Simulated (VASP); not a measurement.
SiC: single point with PBE

SiC:

```
CELL_PARAMETERS angstrom
3.09412 0.00000 0.00000
-1.54706 2.67959 0.00000
0.00000 0.00000 10.12934
ATOMIC_POSITIONS crystal
Si 0.66667 0.33333 0.93784
Si 0.33333 0.66667 0.43784
Si 0.00000 0.00000 0.68790
Si 0.00000 0.00000 0.18790
C 0.66667 0.33333 0.74981
C 0.33333 0.66667 0.24981
C 0.00000 0.00000 0.50045
C 0.00000 0.00000 0.00045
```

- Program: VASP 6.6.1
- Task: single point
- Functional: PBE
- Potentials or basis: VASP PAW PBE potentials, release 64 (Si, C)
- Cutoff: 520 eV
- k mesh: 12 × 12 × 4
- Occupations: gaussian, width 0.02 eV
- Spin: no spin polarisation

```
Pressure               : 0.0 GPa
Band gap on the k mesh : 2.22 eV, indirect (least direct gap 3.34 eV)
```

Levels at points of the mesh, in eV from the valence-band top:
| k point | band 12 | band 13 | band 14 | band 15 | band 16 | band 17 | band 18 | band 19 | band 20 | band 21 |
| --- | --- | --- | --- | --- | --- | --- | --- | --- | --- | --- |
| (0.00, 0.00, 0.00) | -0.58 | -0.58 | -0.05 | 0.00 | 0.00 | 4.96 | 5.54 | 6.12 | 6.18 | 6.88 |
| (0.50, 0.00, 0.00) | -2.37 | -2.34 | -2.20 | -1.56 | -1.12 | 2.22 | 2.34 | 4.18 | 4.66 | 5.23 |
| (0.00, 0.00, 0.50) | -1.04 | -0.21 | -0.21 | -0.21 | -0.21 | 5.17 | 5.17 | 6.61 | 6.61 | 6.98 |
| (0.50, 0.00, 0.50) | -2.99 | -2.48 | -2.48 | -1.54 | -1.54 | 2.63 | 2.63 | 4.17 | 4.17 | 6.01 |

Wall time 100 s on 1 thread of Intel(R) Xeon(R) Platinum 8259CL CPU @ 2.50GHz (Skylake/Cascade Lake), on a shared host, peak memory 0.24 GiB.

A k mesh can miss the band edges.
